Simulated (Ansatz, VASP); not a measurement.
Two plane-wave programs on Zn3Cl2

```xyz
5
Lattice="3.4256 0.0000 0.0000 -1.7128 2.9667 0.0000 0.0000 0.0000 10.9415" Properties=species:S:1:pos:R:3 pbc="T T T"
Zn    0.0000    0.0000    0.0000
Zn    0.0000    1.9778    9.0103
Zn    1.7128    0.9889    1.9312
Cl    0.0000    1.9778    3.3939
Cl    1.7128    0.9889    7.5476
```

Alike in both runs: functional PBE; k mesh 12 × 12 × 4; occupations gaussian, width 0.1 eV; no spin polarisation.

Ansatz relaxed the structure, and its values are those at the end. VASP's run is a single point on that final structure, the one shown.

|  | VASP | Ansatz |
| --- | --- | --- |
| version | VASP 6.6.1 | Ansatz 0.2.0 |
| potentials or method | VASP PAW PBE potentials, release 64 (Zn, Cl), cutoff 520 eV | scalar-relativistic, plane waves, PAW |
| valence electrons in the cell | 50 | 50 |

```csv
,VASP,Ansatz,Ansatz less VASP
gap on the k mesh at the Fermi level (eV),none,none,-
pressure (GPa),0.1,0.0,-0.09
rms of the force components (eV/Å),0.013,0.003,-0.0107
```

A gap of «none» marks a metal or a gap that the smearing closes. With one functional, cell and mesh, what is left measures potentials, basis and numerics.
